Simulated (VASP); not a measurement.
A run of VASP 6.6.1 is set up as follows.

Contents of INCAR:

```
AGGAC = 1.0
AGGAX = 1.0
ALDAC = 0.0
ALDAX = 1.0
ALGO = Normal
EDIFF = 1E-7
ENCUT = 520
GGA = B5
ISIF = 2
ISMEAR = -1
LASPH = T
LCHARG = T
LELF = T
LREAL = F
LVHAR = T
LWAVE = F
NBANDS = 13
NELM = 100
PREC = Accurate
SIGMA = 0.1
```

The input KPOINTS:

```
k-points
0
Gamma
  8 8 8
```

Contents of POSCAR:

```
Te
1.0
    0.0000000000      3.5335466134      3.5335466134
    3.5335466134      0.0000000000      3.5335466134
    3.5335466134      3.5335466134      0.0000000000
Te
2
Direct
    0.1250000000      0.1250000000      0.1250000000
    0.8750000000      0.8750000000      0.8750000000
```

Potentials or basis: VASP PAW PBE potentials, release 64 (Te).

Run with:

```bash
$ cat potpaw_PBE.64/Te/POTCAR > POTCAR
$ mpirun -np 1 vasp_std > vasp.out
```

**Question.** Estimate the pressure.

**Answer.** 3.9 GPa.

**Question.** Predict the band gap on the k mesh.

**Answer.** Zero (band 6 reaches 4.35 eV, above the bottom of band 7 at 3.38 eV).

Caveat: the PAW data sets were made with another functional, which shifts forces and pressure a little; spin-orbit coupling is left out, which moves the levels of the heavy elements.
